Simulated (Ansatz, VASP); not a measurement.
# One calculation of Ir, two programs

```xyz
1
Lattice="2.5476 0.0000 0.0000 0.0000 2.5476 0.0000 0.0000 0.0000 2.5476" Properties=species:S:1:pos:R:3 pbc="T T T"
Ir    0.0000    0.0000    0.0000
```

Alike in both runs: functional r2SCAN; k mesh 8 × 8 × 8; occupations gaussian, width 0.1 eV; no spin polarisation.

Ansatz relaxed the structure, and its values are those at the end. VASP's run is a single point on that final structure, the one shown.

|  | VASP | Ansatz |
| --- | --- | --- |
| version | VASP 6.6.1 | Ansatz 0.2.0 |
| potentials or method | VASP PAW PBE potentials, release 64 (Ir_sv_GW), cutoff 620 eV | scalar-relativistic, plane waves, PAW |
| valence electrons in the cell | 17 | 17 |

Ansatz gave:

| Property | Result |
| --- | --- |
| gap on the k mesh at the Fermi level (eV) | none |
| pressure (GPa) | 0.2 |

Which values does VASP return?

gap on the k mesh at the Fermi level (eV): none; pressure (GPa): -0.5.

VASP's potentials were made for PBE, not for r2SCAN. A gap of «none» marks a metal or a gap that the smearing closes.

Spin-orbit coupling is off throughout.
